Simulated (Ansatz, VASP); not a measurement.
## One calculation of SnSe, two programs

```
CELL_PARAMETERS angstrom
4.18990 0.00000 0.00000
0.00000 4.18990 0.00000
0.00000 0.00000 21.95925
ATOMIC_POSITIONS crystal
Sn 0.50000 0.00000 0.20274
Sn 0.50000 0.00000 0.67542
Sn 0.00000 0.50000 0.32458
Sn 0.00000 0.50000 0.79726
Se 0.50000 0.00000 0.32455
Se 0.50000 0.00000 0.79723
Se 0.00000 0.50000 0.20277
Se 0.00000 0.50000 0.67545
```

Change from the starting cell: mode 1 (-0.4 1/cm) frozen in, largest displacement +0.300 Å.

Alike in both runs: task single point; functional LDA; k mesh 6 × 6 × 2; occupations gaussian, width 0.05 eV; no spin polarisation.

```csv
,VASP,Ansatz
version,VASP 6.6.1,Ansatz 0.2.0
potentials or method,"VASP PAW LDA potentials, release 64 (Sn_d, Se), cutoff 520 eV","scalar-relativistic, plane waves, PAW"
valence electrons in the cell,80,120
```

|  | VASP | Ansatz | Ansatz less VASP |
| --- | --- | --- | --- |
| gap on the k mesh at the Fermi level (eV) | 1.44 | 1.46 | +0.017 |
| least direct gap on the mesh (eV) | 1.50 | 1.52 | +0.016 |
| rms of the force components (eV/Å) | 0.014 | 0.001 | -0.0135 |

LDA's correlation is that of Perdew and Zunger in VASP and of Perdew and Wang (1992) in Ansatz. Atom by atom the forces differ by 0.014 eV/Å (rms over components). VASP's potentials hold 80 valence electrons a cell and Ansatz's 120, so a difference there can come from the potentials and not from the codes.
